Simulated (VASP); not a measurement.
# Ga8P7N (P1) in VASP: single point with r2SCAN

Aim: the single point of Ga8P7N with r2SCAN.

Everything below comes from runs of VASP 6.6.1. Logs are shortened: lines on timing, memory, paths and dates and some standing lists are left out, and cuts for length are marked.

**1. The cell of the first run**

The typed cell holds 16 atoms: a = 10.708 Å, b = 5.354 Å, c = 5.354 Å, α = 90.00°, β = 90.00°, γ = 90.00°.

**2. Single point, r2SCAN, collinear spin, ferromagnetic start**

POSCAR reads:

```
Ga8P7N
1.0
   10.7077100000      0.0000000000      0.0000000000
    0.0000000000      5.3538550000      0.0000000000
    0.0000000000      0.0000000000      5.3538550000
Ga P N
8 7 1
Direct
    0.9979280000      0.9819170000      0.9883170000
    0.5102970000      0.0072790000      0.9875220000
    0.2580350000      0.5281320000      0.9792750000
    0.7531180000      0.5189540000      0.9882670000
    0.2504700000      0.0130360000      0.4889990000
    0.7491450000      0.0154350000      0.5083340000
    0.9957000000      0.5147300000      0.4946340000
    0.4928700000      0.4906460000      0.5034960000
    0.1211600000      0.2429620000      0.2404920000
    0.6221420000      0.2462780000      0.2552150000
    0.3783760000      0.7539320000      0.2636310000
    0.8806450000      0.7454010000      0.2711470000
    0.3718830000      0.2537540000      0.7528250000
    0.8798140000      0.2592550000      0.7495940000
    0.1315080000      0.7647480000      0.7595760000
    0.6272190000      0.7306780000      0.7737810000
```

INCAR.step1 reads:

```
ALGO = Normal
EDIFF = 1E-5
ENCUT = 660
GGA = PE
GGA_COMPAT = F
ISMEAR = -1
ISPIN = 2
KPAR = 2
LASPH = T
LCHARG = F
LREAL = F
LWAVE = T
MAGMOM = 0.25 0.25 0.25 0.25 0.25 0.25 0.25 0.25 0.25 0.25 0.25 0.25 0.25 0.25 0.25 0.25
NBANDS = 90
NCORE = 2
NELM = 200
PREC = Accurate
SIGMA = 0.05
```

INCAR.step2 reads:

```
ALGO = Normal
EDIFF = 1E-6
ENCUT = 660
GGA_COMPAT = F
ISIF = 2
ISMEAR = -1
ISPIN = 2
ISTART = 1
KPAR = 2
LASPH = T
LCHARG = T
LMIXTAU = T
LORBIT = 11
LREAL = F
LVHAR = T
LWAVE = F
MAGMOM = 0.25 0.25 0.25 0.25 0.25 0.25 0.25 0.25 0.25 0.25 0.25 0.25 0.25 0.25 0.25 0.25
METAGGA = R2SCAN
NBANDS = 90
NCORE = 2
NELM = 200
PREC = Accurate
SIGMA = 0.05
```

KPOINTS reads:

```
Automatic mesh
0
Gamma
  2 2 2
  0.5 0.5 0.5
```

Potentials or basis: VASP PAW PBE potentials, release 64 (Ga_d, P, N).

Launch:

```bash
$ cat potpaw_PBE.64/Ga_d/POTCAR potpaw_PBE.64/P/POTCAR potpaw_PBE.64/N/POTCAR > POTCAR
$ cp INCAR.step1 INCAR
$ mpirun -np 4 vasp_std > vasp.out
$ cp INCAR.step2 INCAR
$ mpirun -np 4 vasp_std > vasp.out
```

OUTCAR:

```text
EDIFF = 1E-6
   ENCUT = 660
   ISIF = 2
   ISMEAR = -1
   ISPIN = 2
   ISTART = 1
   LASPH = T
   LORBIT = 11
   LREAL = F
   METAGGA = R2SCAN
   NELM = 200
   PREC = Accurate

 ion  position               nearest neighbor table
   1  0.998  0.982  0.988-  15 2.21  14 2.33  12 2.34   9 2.35
   2  0.510  0.007  0.988-  16 2.25  10 2.26  13 2.35  11 2.45
   3  0.258  0.528  0.979-  15 2.20  13 2.26  11 2.33   9 2.54
   4  0.753  0.519  0.988-  16 2.10  14 2.33  12 2.37  10 2.48
   5  0.250  0.013  0.489-   9 2.28  11 2.29  13 2.31  15 2.34
   6  0.749  0.015  0.508-  10 2.28  14 2.31  12 2.38
   7  0.996  0.515  0.495-  12 2.12  14 2.30   9 2.40  15 2.43
   8  0.493  0.491  0.503-  13 2.25  11 2.27  10 2.32
   9  0.121  0.243  0.240-   5 2.28   1 2.35   7 2.40   3 2.54
  10  0.622  0.246  0.255-   2 2.26   6 2.28   8 2.32   4 2.48
  11  0.378  0.754  0.264-   8 2.27   5 2.29   3 2.33   2 2.45
  12  0.881  0.745  0.271-   7 2.12   1 2.34   4 2.37   6 2.38
  13  0.372  0.254  0.753-   8 2.25   3 2.26   5 2.31   2 2.35
  14  0.880  0.259  0.750-   7 2.30   6 2.31   4 2.33   1 2.33
  15  0.132  0.765  0.760-   3 2.20   1 2.21   5 2.34   7 2.43
  16  0.627  0.731  0.774-   4 2.10   2 2.25

  LATTYP: Found a simple tetragonal cell.
 ALAT       =     5.3538550000
 C/A-ratio  =     2.0000000000

  Lattice vectors:

 A1 = (   0.0000000000,   5.3538550000,   0.0000000000)
 A2 = (   0.0000000000,   0.0000000000,   5.3538550000)
 A3 = (  10.7077100000,   0.0000000000,   0.0000000000)

Analysis of symmetry for initial positions (statically):
=====================================================================
 Subroutine PRICEL returns:
 Original cell was already a primitive cell.

 Routine SETGRP: Setting up the symmetry group for a
 simple tetragonal supercell.

 Subroutine GETGRP returns: Found  1 space group operations
 (whereof  1 operations were pure point group operations)
 out of a pool of 16 trial point group operations.

The static configuration has the point symmetry C_1 .

Analysis of symmetry for dynamics (positions and initial velocities):
=====================================================================
 Subroutine PRICEL returns:
 Original cell was already a primitive cell.

 Routine SETGRP: Setting up the symmetry group for a
 simple tetragonal supercell.

 Subroutine GETGRP returns: Found  1 space group operations
 (whereof  1 operations were pure point group operations)
 out of a pool of 16 trial point group operations.

The dynamic configuration has the point symmetry C_1 .

Analysis of structural, dynamic, and magnetic symmetry:
=====================================================================
 Subroutine PRICEL returns:
 Original cell was already a primitive cell.

 Routine SETGRP: Setting up the symmetry group for a
 simple tetragonal supercell.

 Subroutine GETGRP returns: Found  1 space group operations
 (whereof  1 operations were pure point group operations)
 out of a pool of 16 trial point group operations.

The overall configuration has the point symmetry C_1 .

 Subroutine INISYM returns: Found  1 space group operations
 (whereof  1 operations are pure point group operations),
 and found     1 'primitive' translations

----------------------------------------------------------------------------------------

                                     Primitive cell

  volume of cell :     306.9233

  direct lattice vectors                    reciprocal lattice vectors
    10.707710000  0.000000000  0.000000000     0.093390650  0.000000000  0.000000000
     0.000000000  5.353855000  0.000000000     0.000000000  0.186781301  0.000000000
     0.000000000  0.000000000  5.353855000     0.000000000  0.000000000  0.186781301

  length of vectors
    10.707710000  5.353855000  5.353855000     0.093390650  0.186781301  0.186781301
[... 67 lines left out ...]
  0.250000 -0.250000  0.250000      2.000000
  0.250000 -0.250000 -0.250000      2.000000
  0.250000  0.250000 -0.250000      2.000000
   k-points           NKPTS =      4   k-points in BZ     NKDIM =      4   number of bands    NBANDS=     90
   number of dos      NEDOS =    301   number of ions     NIONS =     16
   total plane-waves  NPLWV = 207360
   dimension x,y,z NGX =    90 NGY =   48 NGZ =   48
   dimension x,y,z NGXF=   180 NGYF=   96 NGZF=   96
   ions per type =               8   7   1
   NGX,Y,Z   is equivalent  to a cutoff of  13.97, 14.90, 14.90 a.u.
   NGXF,Y,Z  is equivalent  to a cutoff of  27.95, 29.81, 29.81 a.u.
 SYSTEM =  unknown system
   PREC   = accura    normal or accurate (medium, high low for compatibility)
   ISTART =      1    job   : 0-new  1-cont  2-samecut
   ICHARG =      0    charge: 1-file 2-atom 10-const
   ISPIN  =      2    spin polarized calculation?
   LNONCOLLINEAR =      F non collinear calculations
   LSORBIT =      F    spin-orbit coupling
   LASPH  =      T    aspherical Exc in radial PAW
   ENCUT  =  660.0 eV  48.51 Ry    6.96 a.u.  22.43 11.21 11.21*2*pi/ulx,y,z
   NELM   =    200;   NELMIN=  2; NELMDL=  0     # of ELM steps
   EDIFF  = 0.1E-05   stopping-criterion for ELM
   LREAL  =      F    real-space projection
   EDIFFG = 0.1E-04   stopping-criterion for IOM
   NSW    =      0    number of steps for IOM
   IBRION =     -1    ionic relax: 0-MD 1-quasi-New 2-CG
   NFREE  =      0    steps in history (QN), initial steepest desc. (CG)
   ISIF   =      2    stress and relaxation
   ISYM   =      2    0-nonsym 1-usesym 2-fastsym
   POTIM  = 0.5000    time-step for ionic-motion
   TEBEG  =    0.0;   TEEND  =   0.0 temperature during run
   PSTRESS=    0.0 pullay stress
   NELECT =     144.0000    total number of electrons
   NUPDOWN=      -1.0000    fix difference up-down
   EMIN   =  10.00;   EMAX   =-10.00  energy-range for DOS
   EFERMI =   0.00;   METHOD = LEGACY
   ISMEAR =    -1;   SIGMA  =   0.05  broadening in eV -4-tet -1-fermi 0-gaus
   EFERMI_NEDOS =   21; number of points for ismear=-14 and -15
   IALGO  =     38    algorithm
   IMIX   =      4    mixing-type and parameters
     AMIX     =   0.40;   BMIX     =  1.00
     AMIX_MAG =   1.60;   BMIX_MAG =  1.00
  volume/ion in A,a.u.               =      19.18       129.45
  Fermi-wavevector in a.u.,A,eV,Ry     =   1.272094  2.403908 22.017248  1.618222
  Thomas-Fermi vector in A             =   2.404991
   LORBIT       =     11    0 simple, 1 ext, 2 COOP (PROOUT), +10 PAW based schemes
   METAGGA = R2SCAN    functional components
   LHFCALC =     F    Hartree Fock is set to
   AEXX    =    0.0000 exact exchange contribution
   IVDW    =     0    specifies the selected vdW correction
   LEPSILON=     F    determine dielectric tensor
   LRPA    =     F    only Hartree local field effects (RPA)
 spin polarized calculation
  energy-cutoff  :      660.00
  volume of cell :      306.92
 maximum number of plane-waves:     11825
 NGX is ok and might be reduce to    90
   NGX = 45   NGY = 23   NGZ = 23

 number of electron     143.9999999 magnetization      -0.0000000

 number of electron     143.9999999 magnetization       0.0000000

 Free energy of the ion-electron system (eV)
  ---------------------------------------------------
  ext. energy  EPLUGINS =         0.00000000
  ---------------------------------------------------
  free energy    TOTEN  =      -168.30819136 eV

  energy without entropy =     -168.30819136  energy(sigma->0) =     -168.30819136

 E-fermi :   5.3489     XC(G=0): -10.6979

 val. band max:        4.2587582321   @ k =   0.2500  -0.2500  -0.2500
 cond. band min:       6.4502683719   @ k =   0.2500  -0.2500   0.2500
 fundamental gap:      2.1915101398
 Fermi energy:         5.3489251741

 spin component 1

 k-point     1 :       0.2500    0.2500    0.2500
  band No.  band energies     occupation
      1     -10.8083      1.00000
      2     -10.7687      1.00000
      3     -10.7218      1.00000
      4     -10.6955      1.00000
      5     -10.6668      1.00000
      6     -10.6536      1.00000
[... 337 lines left out ...]
     83       9.3147      0.00000
     84       9.4065      0.00000
 Fermi energy:         5.3489251741

 spin component 2

 k-point     1 :       0.2500    0.2500    0.2500
  band No.  band energies     occupation
      1     -10.8083      1.00000
      2     -10.7687      1.00000
      3     -10.7218      1.00000
      4     -10.6955      1.00000
      5     -10.6668      1.00000
      6     -10.6536      1.00000
[... 337 lines left out ...]
     83       9.3147      0.00000
     84       9.4065      0.00000
 [bands above 84 left out]

------------------------ aborting loop because EDIFF is reached ----------------------------------------

  FORCE on cell =-STRESS in cart. coord.  units (eV):
  Direction    XX          YY          ZZ          XY          YZ          ZX
  --------------------------------------------------------------------------------------
  -------------------------------------------------------------------------------------
  Total        1.4464248      3.2069050      3.8860331     -3.4196102     -1.4842947      2.0286636
  in kB        7.5505158     16.7404399     20.2855723    -17.8507874     -7.7482017     10.5898745
  external PRESSURE =      14.8588427 kB  Pullay stress =       0.0000000 kB

 VOLUME and BASIS-vectors are now :
 -----------------------------------------------------------------------------
  energy-cutoff  :      660.00
  volume of cell :      306.92
      direct lattice vectors                 reciprocal lattice vectors
    10.707710000  0.000000000  0.000000000     0.093390650  0.000000000  0.000000000
     0.000000000  5.353855000  0.000000000     0.000000000  0.186781301  0.000000000
     0.000000000  0.000000000  5.353855000     0.000000000  0.000000000  0.186781301

 POSITION                                       TOTAL-FORCE (eV/Angst)
 -----------------------------------------------------------------------------------
     10.68552      5.25704      5.29131        -0.265301      1.058306      1.148217
      5.46411      0.03897      5.28705         0.457492     -2.267657     -0.685443
      2.76296      2.82754      5.24290        -0.276218     -1.259961      1.987344
      8.06417      2.77840      5.29104        -1.734953      0.667654     -0.224978
      2.68196      0.06979      2.61803        -0.308609     -0.039069      0.177110
      8.02163      0.08264      2.72155        -0.689006     -1.700632      0.899190
[... 8 lines left out ...]
      1.40815      4.09435      4.06666        -0.603450     -0.400624     -1.956214
      6.71608      3.91194      4.14271        -0.008126      0.922298     -0.340920
 -----------------------------------------------------------------------------------
    total drift:                               -0.020143      0.005175     -0.026398

  FREE ENERGIE OF THE ION-ELECTRON SYSTEM (eV)
  ---------------------------------------------------
  free  energy   TOTEN  =      -168.3081913643 eV

  energy  without entropy=     -168.3081913632  energy(sigma->0) =     -168.30819136

 total charge

# of ion       s       p       d       tot
------------------------------------------
    1        0.839   0.923  10.036  11.798
    2        0.817   0.767  10.023  11.607
    3        0.844   0.908  10.032  11.784
    4        0.811   0.762  10.029  11.602
    5        0.839   0.921  10.035  11.795
    6        0.832   0.771  10.015  11.618
[... 8 lines left out ...]
   15        1.006   1.603   0.000   2.609
   16        1.256   2.226   0.000   3.483
--------------------------------------------------
tot         14.967  20.101  80.239 115.307

 magnetization (x)

# of ion       s       p       d       tot
------------------------------------------
    1        0.000  -0.000  -0.000  -0.000
    2        0.000   0.000  -0.000   0.000
    3       -0.000  -0.000   0.000  -0.000
    4       -0.000   0.000   0.000  -0.000
    5       -0.000  -0.000   0.000  -0.000
    6        0.000   0.000  -0.000   0.000
[... 8 lines left out ...]
   15        0.000   0.000   0.000   0.000
   16       -0.000  -0.000   0.000  -0.000
--------------------------------------------------
tot         -0.000  -0.000  -0.000  -0.000
```

Run time: 4.2 min. Hardware: 4 MPI ranks of AMD EPYC 9R45 (Zen 5), shared host; peak memory 0.5 GiB.

Results:

```yaml
Free_energy: -168.3082 eV
Pressure: 1.5 GPa
Largest_force: 3.371 eV/Å
Band_gap_on_the_k_mesh: 2.19 eV (least direct gap 2.20 eV)
Net_moment: 0.00 μB per cell
Valence_electrons_inside_the_program's_atomic_spheres: Ga 11.80, 11.61, 11.78, 11.60, 11.79, 11.62, 11.83, 11.68; P 2.55, 2.58, 2.61, 2.60 (each value once); N 3.48
```

Forces on the atoms (eV/Å):
```
Ga  -0.265  1.058  1.148
Ga   0.457 -2.268 -0.685
Ga  -0.276 -1.260  1.987
Ga  -1.735  0.668 -0.225
Ga  -0.309 -0.039  0.177
Ga  -0.689 -1.701  0.899
Ga   2.501 -1.692  1.121
Ga   1.757  1.105  0.956
P    0.225  1.289 -0.335
P    0.745  0.910 -0.321
P    0.337  0.485 -1.019
P   -2.175  1.781 -1.861
P    0.551 -0.563  0.075
P   -0.513 -0.295  0.379
P   -0.603 -0.401 -1.956
N   -0.008  0.922 -0.341
```

Caveat: the k points lie up to 0.59 Å⁻¹ apart; the PAW data sets were made with another functional, which shifts forces and pressure a little; a shifted mesh leaves out Γ, where band edges can lie.
